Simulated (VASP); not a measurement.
# Mg (Pm-3m) in VASP: a series of runs

Mg is run at these levels: BLYP; tasks: single point.

Program: VASP 6.6.1. These are calculated values, not measurements. Logs are shortened: lines on timing, memory, paths and dates and some standing lists are left out, and cuts for length are marked.

### 1 The cell of the first run

The structure is cubic, space group Pm-3m (No. 221). Conventional cell: a = 3.091 Å, b = 3.091 Å, c = 3.091 Å, α = 90.00°, β = 90.00°, γ = 90.00°. Mg (site symmetry m-3m) has 6 Mg at 3.09 Å within 4.1 Å.

### 2 Single point, BLYP

Input file INCAR:

```
SYSTEM = Mg
  AGGAC = 1.0
  AGGAX = 1.0
  ALDAC = 0.0
  ALDAX = 1.0
  ALGO = Normal
  EDIFF = 1E-6
  ENCUT = 520
  GGA = B5
  ISIF = 2
  ISMEAR = -1
  LASPH = .TRUE.
  LCHARG = .FALSE.
  LREAL = .FALSE.
  LWAVE = .FALSE.
  NBANDS = 7
  NELM = 100
  PREC = Accurate
  SIGMA = 0.1
```

Input file KPOINTS:

```
k-points
0
G
  11 11 11
  0 0 0
```

Input file POSCAR:

```
Mg
1.0
    3.0912099286      0.0000000000      0.0000000000
    0.0000000000      3.0912099286      0.0000000000
    0.0000000000      0.0000000000      3.0912099286
Mg
1
Direct
    0.0000000000      0.0000000000      0.0000000000
```

Potentials or basis: VASP PAW PBE potentials, release 64 (Mg).

On the command line:

```sh
$ cat potpaw_PBE.64/Mg/POTCAR > POTCAR
$ mpirun -np 1 vasp_std > vasp.out
```

OUTCAR:

```text
SYSTEM = Mg
   EDIFF = 1E-6
   ENCUT = 520
   GGA = B5
   ISIF = 2
   ISMEAR = -1
   LASPH = .TRUE.
   LREAL = .FALSE.
   NELM = 100
   PREC = Accurate

 ion  position               nearest neighbor table
   1  0.000  0.000  0.000-

  LATTYP: Found a simple cubic cell.
 ALAT       =     3.0912099286

  Lattice vectors:

 A1 = (   3.0912099286,   0.0000000000,   0.0000000000)
 A2 = (   0.0000000000,   3.0912099286,   0.0000000000)
 A3 = (   0.0000000000,   0.0000000000,   3.0912099286)

Analysis of symmetry for initial positions (statically):
=====================================================================
 Subroutine PRICEL returns:
 Original cell was already a primitive cell.

 Routine SETGRP: Setting up the symmetry group for a
 simple cubic supercell.

 Subroutine GETGRP returns: Found 48 space group operations
 (whereof 48 operations were pure point group operations)
 out of a pool of 48 trial point group operations.

The static configuration has the point symmetry O_h .

Analysis of symmetry for dynamics (positions and initial velocities):
=====================================================================
 Subroutine PRICEL returns:
 Original cell was already a primitive cell.

 Routine SETGRP: Setting up the symmetry group for a
 simple cubic supercell.

 Subroutine GETGRP returns: Found 48 space group operations
 (whereof 48 operations were pure point group operations)
 out of a pool of 48 trial point group operations.

The dynamic configuration has the point symmetry O_h .

 Subroutine INISYM returns: Found 48 space group operations
 (whereof 48 operations are pure point group operations),
 and found     1 'primitive' translations

----------------------------------------------------------------------------------------

                                     Primitive cell

  volume of cell :      29.5383

  direct lattice vectors                    reciprocal lattice vectors
     3.091209929  0.000000000  0.000000000     0.323497926  0.000000000  0.000000000
     0.000000000  3.091209929  0.000000000     0.000000000  0.323497926  0.000000000
     0.000000000  0.000000000  3.091209929     0.000000000  0.000000000  0.323497926

  length of vectors
     3.091209929  3.091209929  3.091209929     0.323497926  0.323497926  0.323497926

  position of ions in fractional coordinates (direct lattice)
     0.000000000  0.000000000  0.000000000

  ion indices of the primitive-cell ions
   primitive index   ion index
[... 73 lines left out ...]
   EDIFF  = 0.1E-05   stopping-criterion for ELM
   LREAL  =      F    real-space projection
   EDIFFG = 0.1E-04   stopping-criterion for IOM
   NSW    =      0    number of steps for IOM
   IBRION =     -1    ionic relax: 0-MD 1-quasi-New 2-CG
   NFREE  =      0    steps in history (QN), initial steepest desc. (CG)
   ISIF   =      2    stress and relaxation
   ISYM   =      2    0-nonsym 1-usesym 2-fastsym
   POTIM  = 0.5000    time-step for ionic-motion
   TEBEG  =    0.0;   TEEND  =   0.0 temperature during run
   PSTRESS=    0.0 pullay stress
   NELECT =       2.0000    total number of electrons
   NUPDOWN=      -1.0000    fix difference up-down
   EMIN   =  10.00;   EMAX   =-10.00  energy-range for DOS
   EFERMI =   0.00;   METHOD = LEGACY
   ISMEAR =    -1;   SIGMA  =   0.10  broadening in eV -4-tet -1-fermi 0-gaus
   EFERMI_NEDOS =   21; number of points for ismear=-14 and -15
   IALGO  =     38    algorithm
   IMIX   =      4    mixing-type and parameters
     AMIX     =   0.40;   BMIX     =  1.00
     AMIX_MAG =   1.60;   BMIX_MAG =  1.00
  volume/ion in A,a.u.               =      29.54       199.33
  Fermi-wavevector in a.u.,A,eV,Ry     =   0.667252  1.260923  6.057651  0.445225
  Thomas-Fermi vector in A             =   1.741802
   LORBIT       =      0    0 simple, 1 ext, 2 COOP (PROOUT), +10 PAW based schemes
   GGA     = B5    functional components
   LHFCALC =     F    Hartree Fock is set to
   AEXX    =    0.0000 exact exchange contribution
   IVDW    =     0    specifies the selected vdW correction
   LEPSILON=     F    determine dielectric tensor
   LRPA    =     F    only Hartree local field effects (RPA)
 non-spin polarized calculation
  energy-cutoff  :      520.00
  volume of cell :       29.54
 maximum number of plane-waves:       812
 NGX is ok and might be reduce to    24
   NGX = 11   NGY = 11   NGZ = 11

 number of electron       2.0000000 magnetization

 Free energy of the ion-electron system (eV)
  ---------------------------------------------------
  ext. energy  EPLUGINS =         0.00000000
  ---------------------------------------------------
  free energy    TOTEN  =        -0.48175311 eV

  energy without entropy =       -0.46798868  energy(sigma->0) =       -0.47487089

 E-fermi :   1.8232     XC(G=0):  -7.1821

 val. band max:        1.8120011211   @ k =   0.4545   0.2727   0.0909
 cond. band min:       1.9406036096   @ k =   0.3636   0.3636   0.3636
 fundamental gap:      0.1286024886
 Fermi energy:         1.8231692108

 k-point     1 :       0.0000    0.0000    0.0000
  band No.  band energies     occupation
      1      -4.0678      2.00000
      2       9.6626      0.00000
      3       9.6626      0.00000
      4      10.7555      0.00000
      5      10.7555      0.00000
      6      10.7555      0.00000
      7      15.2561      0.00000
[... 221 lines left out ...]
 k-point    24 :       0.2727    0.0909    0.0909
  band No.  band energies     occupation
      1      -2.6586      2.00000
      2       4.1630      0.00000
      3       8.7878      0.00000
      4      10.3824      0.00000
      5      13.8831      0.00000
      6      15.5546      0.00000
      7      16.0959      0.00000

 [... further k-points ...]

------------------------ aborting loop because EDIFF is reached ----------------------------------------

  FORCE on cell =-STRESS in cart. coord.  units (eV):
  Direction    XX          YY          ZZ          XY          YZ          ZX
  --------------------------------------------------------------------------------------
  -------------------------------------------------------------------------------------
  Total        0.0051364      0.0051364      0.0051364      0.0000000     -0.0000000     -0.0000000
  in kB        0.2786042      0.2786042      0.2786042      0.0000000     -0.0000000     -0.0000000
  external PRESSURE =       0.2786042 kB  Pullay stress =       0.0000000 kB

 VOLUME and BASIS-vectors are now :
 -----------------------------------------------------------------------------
  energy-cutoff  :      520.00
  volume of cell :       29.54
      direct lattice vectors                 reciprocal lattice vectors
     3.091209929  0.000000000  0.000000000     0.323497926  0.000000000  0.000000000
     0.000000000  3.091209929  0.000000000     0.000000000  0.323497926  0.000000000
     0.000000000  0.000000000  3.091209929     0.000000000  0.000000000  0.323497926

 POSITION                                       TOTAL-FORCE (eV/Angst)
 -----------------------------------------------------------------------------------
      0.00000      0.00000      0.00000         0.000000      0.000000      0.000000
 -----------------------------------------------------------------------------------
    total drift:                               -0.000000      0.000000      0.000000

  FREE ENERGIE OF THE ION-ELECTRON SYSTEM (eV)
  ---------------------------------------------------
  free  energy   TOTEN  =        -0.4817531101 eV

  energy  without entropy=       -0.4679886762  energy(sigma->0) =       -0.47487089
```

OSZICAR:

```text
N       E                     dE             d eps       ncg     rms          rms(c)
DAV:   1     0.560491227502E-01    0.56049E-01   -0.69130E+02   805   0.188E+02
DAV:   2    -0.478202240034E+00   -0.53425E+00   -0.51296E+00  1050   0.973E+00
DAV:   3    -0.480729254049E+00   -0.25270E-02   -0.25251E-02   945   0.719E-01
DAV:   4    -0.480736857400E+00   -0.76034E-05   -0.76031E-05  1141   0.320E-02
DAV:   5    -0.480736868404E+00   -0.11005E-07   -0.11067E-07   966   0.889E-04    0.367E-01
DAV:   6    -0.481023227253E+00   -0.28636E-03   -0.12396E-03   924   0.175E-01    0.237E-01
DAV:   7    -0.481718241029E+00   -0.69501E-03   -0.49938E-03   812   0.360E-01    0.192E-02
DAV:   8    -0.481750720115E+00   -0.32479E-04   -0.78739E-05  1120   0.465E-02    0.395E-03
DAV:   9    -0.481752937340E+00   -0.22172E-05   -0.21103E-06  1036   0.848E-03    0.127E-03
DAV:  10    -0.481753110112E+00   -0.17277E-06   -0.58765E-07   854   0.405E-03
   1 F= -.48175311E+00 E0= -.47487089E+00  d E =-.137644E-01
```

stdout:

```text
POSCAR found type information on POSCAR Mg
 POSCAR found :  1 types and       1 ions
 scaLAPACK will be used
 -----------------------------------------------------------------------------
|                                                                             |
|                                                                             |
|     You enforced a specific xc type in the INCAR file but a different       |
|     I HOPE YOU KNOW WHAT YOU ARE DOING!                                     |
|                                                                             |
 -----------------------------------------------------------------------------

 LDA part: xc-table for (Slater(with rela. corr.)+VWN5), standard interpolation
 POSCAR, INCAR and KPOINTS ok, starting setup
 FFT: planning ... GRIDC
 FFT: planning ... GRID_SOFT
 FFT: planning ... GRID
 WAVECAR not read
 entering main loop
```

It took 8.9 s on 1 thread of Intel Xeon Platinum 8375C at 2.90GHz (Ice Lake), shared host; peak memory 0.13 GiB.

What came out:

- Free energy: -0.4818 eV
- Pressure: 0.0 GPa
- Band gap on the k mesh: zero (band 1 reaches 4.97 eV, above the bottom of band 2 at 0.62 eV)

Caveat: the PAW data sets were made with another functional, which shifts forces and pressure a little.

### 3 Single point, BLYP (volume scaled by 1.04)

Input file INCAR:

```
SYSTEM = Mg
PREC     = Accurate       ! precision mode
ENCUT    = 520            ! plane-wave cutoff, eV
EDIFF    = 1E-7           ! SCF threshold, eV
ISMEAR   = -1             ! smearing method
SIGMA    = 0.1            ! smearing width, eV
LREAL    = .FALSE.        ! projectors in reciprocal space
LASPH    = .TRUE.         ! aspherical terms in the spheres
NELM     = 80             ! most SCF steps
ALGO     = Normal         ! electronic algorithm
ISIF     = 2              ! what is computed and relaxed
LWAVE    = .FALSE.        ! write WAVECAR
LCHARG   = .FALSE.        ! write CHGCAR
GGA      = B5             ! functional
ALDAX    = 1.0          
AGGAX    = 1.0          
AGGAC    = 1.0          
ALDAC    = 0.0          
NBANDS   = 7              ! bands
```

Input file KPOINTS:

```
Automatic mesh
0
G
  11 11 11
  0 0 0
```

Input file POSCAR:

```
Mg
1.0
    3.1318884083      0.0000000000      0.0000000000
    0.0000000000      3.1318884083      0.0000000000
    0.0000000000      0.0000000000      3.1318884083
Mg
1
Direct
    0.0000000000      0.0000000000      0.0000000000
```

Potentials or basis: VASP PAW PBE potentials, release 64 (Mg).

On the command line:

```sh
$ cat potpaw_PBE.64/Mg/POTCAR > POTCAR
$ mpirun -np 1 vasp_std > vasp.out
```

OUTCAR:

```text
SYSTEM = Mg
   PREC = Accurate
   ENCUT = 520
   EDIFF = 1E-7
   ISMEAR = -1
   LREAL = .FALSE.
   LASPH = .TRUE.
   NELM = 80
   ISIF = 2
   GGA = B5

 ion  position               nearest neighbor table
   1  0.000  0.000  0.000-

  LATTYP: Found a simple cubic cell.
 ALAT       =     3.1318884083

  Lattice vectors:

 A1 = (   3.1318884083,   0.0000000000,   0.0000000000)
 A2 = (   0.0000000000,   3.1318884083,   0.0000000000)
 A3 = (   0.0000000000,   0.0000000000,   3.1318884083)

Analysis of symmetry for initial positions (statically):
=====================================================================
 Subroutine PRICEL returns:
 Original cell was already a primitive cell.

 Routine SETGRP: Setting up the symmetry group for a
 simple cubic supercell.

 Subroutine GETGRP returns: Found 48 space group operations
 (whereof 48 operations were pure point group operations)
 out of a pool of 48 trial point group operations.

The static configuration has the point symmetry O_h .

Analysis of symmetry for dynamics (positions and initial velocities):
=====================================================================
 Subroutine PRICEL returns:
 Original cell was already a primitive cell.

 Routine SETGRP: Setting up the symmetry group for a
 simple cubic supercell.

 Subroutine GETGRP returns: Found 48 space group operations
 (whereof 48 operations were pure point group operations)
 out of a pool of 48 trial point group operations.

The dynamic configuration has the point symmetry O_h .

 Subroutine INISYM returns: Found 48 space group operations
 (whereof 48 operations are pure point group operations),
 and found     1 'primitive' translations

----------------------------------------------------------------------------------------

                                     Primitive cell

[... 105 lines left out ...]
   IALGO  =     38    algorithm
   IMIX   =      4    mixing-type and parameters
     AMIX     =   0.40;   BMIX     =  1.00
     AMIX_MAG =   1.60;   BMIX_MAG =  1.00
  volume/ion in A,a.u.               =      30.72       207.31
  Fermi-wavevector in a.u.,A,eV,Ry     =   0.658585  1.244545  5.901313  0.433734
  Thomas-Fermi vector in A             =   1.730453
   LORBIT       =      0    0 simple, 1 ext, 2 COOP (PROOUT), +10 PAW based schemes
   GGA     = B5    functional components
   LHFCALC =     F    Hartree Fock is set to
   AEXX    =    0.0000 exact exchange contribution
   IVDW    =     0    specifies the selected vdW correction
   LEPSILON=     F    determine dielectric tensor
   LRPA    =     F    only Hartree local field effects (RPA)
 non-spin polarized calculation
  energy-cutoff  :      520.00
  volume of cell :       30.72
 maximum number of plane-waves:       846
 NGX is ok and might be reduce to    24
   NGX = 11   NGY = 11   NGZ = 11

 number of electron       2.0000000 magnetization

 Free energy of the ion-electron system (eV)
  ---------------------------------------------------
  ext. energy  EPLUGINS =         0.00000000
  ---------------------------------------------------
  free energy    TOTEN  =        -0.47971111 eV

  energy without entropy =       -0.46524364  energy(sigma->0) =       -0.47247737

 E-fermi :   1.6644     XC(G=0):  -7.0621

 val. band max:        1.6638525948   @ k =   0.4545   0.2727   0.0909
 cond. band min:       1.7566931590   @ k =   0.3636   0.3636   0.3636
 fundamental gap:      0.0928405642
 Fermi energy:         1.6643758696

 k-point     1 :       0.0000    0.0000    0.0000
  band No.  band energies     occupation
      1      -4.0901      2.00000
      2       9.3743      0.00000
      3       9.3743      0.00000
      4      10.3336      0.00000
      5      10.3336      0.00000
      6      10.3336      0.00000
      7      14.7068      0.00000
[... 221 lines left out ...]
 k-point    24 :       0.2727    0.0909    0.0909
  band No.  band energies     occupation
      1      -2.7199      2.00000
      2       3.9475      0.00000
      3       8.4718      0.00000
      4       9.9803      0.00000
      5      13.4437      0.00000
      6      15.0453      0.00000
      7      15.6012      0.00000

 [... further k-points ...]

------------------------ aborting loop because EDIFF is reached ----------------------------------------

  FORCE on cell =-STRESS in cart. coord.  units (eV):
  Direction    XX          YY          ZZ          XY          YZ          ZX
  --------------------------------------------------------------------------------------
  -------------------------------------------------------------------------------------
  Total       -0.1105318     -0.1105318     -0.1105318     -0.0000000      0.0000000      0.0000000
  in kB       -5.7647323     -5.7647323     -5.7647323     -0.0000000      0.0000000      0.0000000
  external PRESSURE =      -5.7647323 kB  Pullay stress =       0.0000000 kB

 VOLUME and BASIS-vectors are now :
 -----------------------------------------------------------------------------
  energy-cutoff  :      520.00
  volume of cell :       30.72
      direct lattice vectors                 reciprocal lattice vectors
     3.131888408  0.000000000  0.000000000     0.319296178  0.000000000  0.000000000
     0.000000000  3.131888408  0.000000000     0.000000000  0.319296178  0.000000000
     0.000000000  0.000000000  3.131888408     0.000000000  0.000000000  0.319296178

 POSITION                                       TOTAL-FORCE (eV/Angst)
 -----------------------------------------------------------------------------------
      0.00000      0.00000      0.00000         0.000000      0.000000      0.000000
 -----------------------------------------------------------------------------------
    total drift:                               -0.000000      0.000000      0.000000

  FREE ENERGIE OF THE ION-ELECTRON SYSTEM (eV)
  ---------------------------------------------------
  free  energy   TOTEN  =        -0.4797111093 eV

  energy  without entropy=       -0.4652436392  energy(sigma->0) =       -0.47247737
```

OSZICAR:

```text
N       E                     dE             d eps       ncg     rms          rms(c)
DAV:   1     0.641809034559E-01    0.64181E-01   -0.64992E+02   812   0.182E+02
DAV:   2    -0.475375096743E+00   -0.53956E+00   -0.50230E+00  1015   0.939E+00
DAV:   3    -0.478370034759E+00   -0.29949E-02   -0.29943E-02   966   0.774E-01
DAV:   4    -0.478378593821E+00   -0.85591E-05   -0.85590E-05  1134   0.333E-02
DAV:   5    -0.478378614787E+00   -0.20966E-07   -0.21029E-07   980   0.117E-03    0.365E-01
DAV:   6    -0.478841495196E+00   -0.46288E-03   -0.12959E-03   959   0.176E-01    0.235E-01
DAV:   7    -0.479671775228E+00   -0.83028E-03   -0.52056E-03   805   0.362E-01    0.194E-02
DAV:   8    -0.479708603011E+00   -0.36828E-04   -0.87805E-05  1120   0.485E-02    0.398E-03
DAV:   9    -0.479710945038E+00   -0.23420E-05   -0.21615E-06  1022   0.848E-03    0.127E-03
DAV:  10    -0.479711099303E+00   -0.15426E-06   -0.60072E-07  1008   0.409E-03    0.131E-04
DAV:  11    -0.479711109292E+00   -0.99893E-08   -0.12901E-08   532   0.586E-04
   1 F= -.47971111E+00 E0= -.47247737E+00  d E =-.144675E-01
```

Run time: 12 s. Hardware: 1 thread of Intel Xeon Platinum 8375C at 2.90GHz (Ice Lake), shared host; peak memory 0.14 GiB.

Results:

| Property | Result |
| --- | --- |
| Free energy | -0.4797 eV |
| Pressure | -0.6 GPa |
| Band gap on the k mesh | zero (band 1 reaches 4.70 eV, above the bottom of band 2 at 0.51 eV) |

Caveat: the PAW data sets were made with another functional, which shifts forces and pressure a little.

### 4 Single point, BLYP (volume scaled by 1.08)

Input file INCAR:

```
SYSTEM = Mg
AGGAC = 1.0
AGGAX = 1.0
ALDAC = 0.0
ALDAX = 1.0
ALGO = Normal
EDIFF = 1E-6
ENCUT = 520
GGA = B5
ISIF = 2
ISMEAR = -1
LASPH = .True.
LCHARG = .True.
LELF = .True.
LREAL = .False.
LVHAR = .True.
LWAVE = .False.
NBANDS = 7
NELM = 80
PREC = Accurate
SIGMA = 0.1
```

Input file KPOINTS:

```
k-points
0
Gamma
  11 11 11
  0 0 0
```

Input file POSCAR:

```
Mg
1.0
    3.1715367744      0.0000000000      0.0000000000
    0.0000000000      3.1715367744      0.0000000000
    0.0000000000      0.0000000000      3.1715367744
Mg
1
Direct
    0.0000000000      0.0000000000      0.0000000000
```

On the command line:

```sh
$ cat potpaw_PBE.64/Mg/POTCAR > POTCAR
$ mpirun -np 1 vasp_std > vasp.out
```

It took 9.3 s on 1 thread of Intel Xeon Platinum 8375C at 2.90GHz (Ice Lake), shared host; peak memory 0.14 GiB.

Results (log left out):

```yaml
Free_energy: -0.4737 eV
Pressure: -1.1 GPa
Band_gap_on_the_k_mesh: zero (band 1 reaches 4.45 eV, above the bottom of band 2 at 0.40 eV)
```

Levels at points of the mesh, in eV from the Fermi level:
| k point | band 1 | band 2 | band 3 | band 4 | band 5 |
| --- | --- | --- | --- | --- | --- |
| (0.00, 0.00, 0.00) | -5.63 | 7.59 | 7.59 | 8.42 | 8.42 |

Caveat: the PAW data sets were made with another functional, which shifts forces and pressure a little.

### 5 Summary

| cell | gap on the mesh (eV) | pressure (GPa) |
| --- | --- | --- |
| a = 3.091 Å, 1 atom | none | 0.0 |
| a = 3.132 Å, 1 atom | none | -0.6 |
| a = 3.172 Å, 1 atom | none | -1.1 |

Alike in all rows: task single point; level BLYP; potentials or basis VASP PAW PBE potentials, release 64 (Mg); no spin polarisation; k mesh 11 × 11 × 11; cutoff (eV) 520; smearing fermi-dirac 0.1 eV.

Caveats: the PAW data sets were made with another functional, which shifts forces and pressure a little.

Total energies depend on the potentials used, so only differences within one code and one set of settings carry meaning.
